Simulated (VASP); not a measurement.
Here is a VASP 6.6.1 calculation.

Contents of INCAR:

```
SYSTEM = MoS2
PREC     = Accurate       ! precision mode
ENCUT    = 520            ! plane-wave cutoff, eV
EDIFF    = 1E-8           ! SCF threshold, eV
ISMEAR   = -1             ! smearing method
SIGMA    = 0.05           ! smearing width, eV
LREAL    = .FALSE.        ! projectors in reciprocal space
LASPH    = .TRUE.         ! aspherical terms in the spheres
NELM     = 80             ! most SCF steps
ALGO     = Normal         ! electronic algorithm
ISIF     = 2              ! what is computed and relaxed
LWAVE    = .FALSE.        ! write WAVECAR
LCHARG   = .FALSE.        ! write CHGCAR
GGA      = CA             ! functional
LEFG     = .TRUE.       
NBANDS   = 20             ! bands
```

Contents of KPOINTS:

```
regular mesh
0
G
  15 15 15
  0 0 0
```

Contents of POSCAR:

```
MoS2
1.0
    1.5498703497      0.8948180636      6.1233300000
   -1.5498703497      0.8948180636      6.1233300000
    0.0000000000     -1.7896361271      6.1233300000
Mo S
1 2
Direct
    0.0000000000      0.0000000000      0.0000000000
    0.7484000000      0.7484000000      0.7484000000
    0.5849000000      0.5849000000      0.5849000000
```

Potentials or basis: VASP PAW LDA potentials, release 64 (Mo_sv, S).

Launch:

```console
$ cat potpaw_LDA.64/Mo_sv/POTCAR potpaw_LDA.64/S/POTCAR > POTCAR
$ mpirun -np 1 vasp_std > vasp.out
```

(1) Estimate the largest force.

(2) Predict the band gap on the k mesh.

Answers

(1) 1.341 eV/Å.

(2) 0.92 eV (least direct gap 1.83 eV).

Caveat: the cell differs from its parent crystal (equal xx and yy strain of -2 %); without QUAD_EFG the Cq values of the log hold for a quadrupole moment of 1 mb, not for the nuclei; forces of over 1 eV/Å act on the atoms, so gaps and moduli don't describe the material at rest.
